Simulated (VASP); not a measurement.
Input of a VASP 6.6.1 run:

File INCAR:

```
SYSTEM = InSe
PREC = Accurate ; ENCUT = 520
EDIFF = 1E-7 ; ISMEAR = 0
SIGMA = 0.02 ; LREAL = .FALSE.
LASPH = .TRUE. ; NELM = 80
ALGO = Normal ; ISIF = 2
LWAVE = .FALSE. ; LCHARG = .FALSE.
GGA = PS ; IVDW = 12
NBANDS = 27
```

The input KPOINTS:

```
Automatic mesh
0
G
  12 12 12
  0 0 0
```

Contents of POSCAR:

```
InSe
1.0
    1.9158707838      1.1061285128      7.7676844154
   -1.9158707838      1.1061285128      7.7676844154
    0.0000000000     -2.2122570255      7.7676844154
In Se
2 2
Direct
   -0.0013128277     -0.0013128277     -0.0013128277
    0.1136963498      0.1136963498      0.1136963498
    0.6081859978      0.6081859978      0.6081859978
    0.8371304800      0.8371304800      0.8371304800
```

Potentials or basis: VASP PAW PBE potentials, release 64 (In_d, Se).

Command:

```console
$ cat potpaw_PBE.64/In_d/POTCAR potpaw_PBE.64/Se/POTCAR > POTCAR
$ mpirun -np 1 vasp_std > vasp.out
```

Problem. What does it give for the largest force?

Solution. 0.023 eV/Å.

Problem. Predict the pressure.

Solution. 5.1 GPa.

Forces on the atoms (eV/Å):
```
In   0.000  0.000  0.023
In   0.000  0.000 -0.022
Se   0.000  0.000 -0.022
Se   0.000  0.000  0.021
```

Caveat: the cell stands under pressure; the PAW data sets were made with another functional, which shifts forces and pressure a little.
